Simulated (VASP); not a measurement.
Crystal: Al.

```
CELL_PARAMETERS angstrom
-2.46559 2.50947 1.33809
2.46559 -2.50947 1.33809
2.46559 2.50947 -1.33809
ATOMIC_POSITIONS crystal
Al 0.37500 0.12500 0.25000
Al 0.62500 0.87500 0.75000
```

- Program: VASP 6.6.1
- Task: relaxation of cell and atoms
- Functional: PBE
- Potentials or basis: VASP PAW PBE potentials, release 64 (Al)
- Cutoff: 600 eV
- k mesh: 8 × 8 × 8
- Occupations: gaussian, width 0.1 eV
- Spin: no spin polarisation

At the start: pressure 12.4 GPa; volume 16.56 Å³/atom.

**Question.** Where does the relaxation end?

**Answer.** Over 6 steps the energy falls by 107.6 meV/atom and the volume is 19.22 Å³/atom (+16.1 %); space group Imma (No. 74, to 0.1 Å) before, I4_1/amd (No. 141, to 0.1 Å).

Step by step:
```
step  energy change (eV)  largest force (eV/Å)  pressure (GPa)  volume (Å³)
   1              0.0000                0.1048           12.44        33.12
   2             -0.2042                0.0106           -1.72        39.62
   3             -0.2147                0.0021            0.30        38.21
   4             -0.2147                0.0010            0.13        38.32
   5             -0.2151                0.0033           -0.21        38.50
   6             -0.2152                0.0027           -0.12        38.45
```

Final structure:
```
Al
1.0
    -2.65033    2.65270    1.36715
     2.65033   -2.65270    1.36715
     2.65033    2.65270   -1.36715
Al
2
Direct
  0.37344 0.12344 0.25000
  0.62656 0.87656 0.75000
```

Caveat: the volume moved by over 15 % at a fixed basis, so the end points are rough.
